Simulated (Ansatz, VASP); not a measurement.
This is a calculation of Sb for Ansatz 0.2.0.

input.yaml

```yaml
crystal:
  lattice:
    - [-4.0300106443, 4.0300106443, 2.0254867038]
    - [4.0300106443, -4.0300106443, 2.0254867038]
    - [4.0300106443, 4.0300106443, -2.0254867038]
  atoms:
    - { symbol: Sb, position: [0.65126306, 0.15126306, 0.80252612] }
    - { symbol: Sb, position: [0.15126306, 0.34873694, 0.5] }
    - { symbol: Sb, position: [0.34873694, 0.84873694, 0.19747388] }
    - { symbol: Sb, position: [0.84873694, 0.65126306, 0.5] }
hamiltonian:
  xc: { exchange: r2scan, correlation: r2scan, exx: { coeff: 0.5 } }
  pseudopotentials: { kind: paw }
kpoints:
  mp_grid: { grid: [4, 4, 4] }
scf:
  occupations: { method: fermi_dirac, width: 0.05 }
output:
  forces: true
  stress: true
  eigenvalues: true
```

Potentials or basis: Ansatz PAW.

Run with:

```sh
$ ansatz run input.yaml --threads 2 --pin off --max-ram 5632MiB --backend cpu --events-out ev --progress --plain --runs-dir out
```

Question: Translate it to VASP 6.6.1. Potentials there: VASP PAW PBE potentials, release 64 (Sb).

Answer: As run (the cutoff follows the program's own potentials):

POSCAR

```
Sb
1.0
   -4.0300106443      4.0300106443      2.0254867038
    4.0300106443     -4.0300106443      2.0254867038
    4.0300106443      4.0300106443     -2.0254867038
Sb
4
Direct
    0.6512630600      0.1512630600      0.8025261200
    0.1512630600      0.3487369400      0.5000000000
    0.3487369400      0.8487369400      0.1974738800
    0.8487369400      0.6512630600      0.5000000000
```

The input INCAR.step1:

```
SYSTEM = Sb
ALGO     = Normal         ! electronic algorithm
EDIFF    = 1E-5           ! SCF threshold, eV
ENCUT    = 520            ! plane-wave cutoff, eV
GGA      = PE             ! functional
ISIF     = 2              ! what is computed and relaxed
ISMEAR   = -1             ! smearing method
LASPH    = .True.         ! aspherical terms in the spheres
LREAL    = .False.        ! projectors in reciprocal space
LWAVE    = .True.         ! write WAVECAR
NBANDS   = 18             ! bands
NELM     = 60             ! most SCF steps
PREC     = Accurate       ! precision mode
SIGMA    = 0.05           ! smearing width, eV
```

Contents of INCAR.step2:

```
SYSTEM = Sb
AEXX     = 0.5            ! exact-exchange fraction
ALGO     = Normal         ! electronic algorithm
EDIFF    = 1E-7           ! SCF threshold, eV
ENCUT    = 520            ! plane-wave cutoff, eV
ISIF     = 2              ! what is computed and relaxed
ISMEAR   = -1             ! smearing method
ISTART   = 1            
LASPH    = .True.         ! aspherical terms in the spheres
LCHARG   = .True.         ! write CHGCAR
LELF     = .True.         ! ELF
LHFCALC  = .True.         ! exact exchange
LMIXTAU  = .True.       
LREAL    = .False.        ! projectors in reciprocal space
LVHAR    = .True.       
LWAVE    = .False.        ! write WAVECAR
METAGGA  = R2SCAN         ! meta-GGA
NBANDS   = 18             ! bands
NELM     = 60             ! most SCF steps
PREC     = Accurate       ! precision mode
PRECFOCK = Normal       
SIGMA    = 0.05           ! smearing width, eV
```

The input KPOINTS:

```
k-points
0
Gamma
  4 4 4
  0 0 0
```

Potentials or basis: VASP PAW PBE potentials, release 64 (Sb).

Command:

```bash
$ cat potpaw_PBE.64/Sb/POTCAR > POTCAR
$ cp INCAR.step1 INCAR
$ mpirun -np 1 vasp_std > vasp.out
$ cp INCAR.step2 INCAR
$ mpirun -np 1 vasp_std > vasp.out
```

Both were run:

|  | VASP | Ansatz | Ansatz less VASP |
| --- | --- | --- | --- |
| gap on the k mesh at the Fermi level (eV) | none | none | - |
| pressure (GPa) | -5.8 | -2.4 | +3.36 |
| traceless stress, the component that is largest in VASP (GPa) | 0.08 | 0.95 | +0.867 |
| rms of the force components (eV/Å) | 0.040 | 0.037 | -0.0026 |

VASP's potentials were made for PBE, not for r2SCAN-based global hybrid. Atom by atom the forces differ by 0.003 eV/Å (rms over components). A gap of «none» marks a metal or a gap that the smearing closes. VASP's potentials hold 20 valence electrons a cell and Ansatz's 60, so a difference there can come from the potentials and not from the codes.

The k mesh is coarse, so the values compare programs but aren't converged. Neither program's run includes spin-orbit coupling.
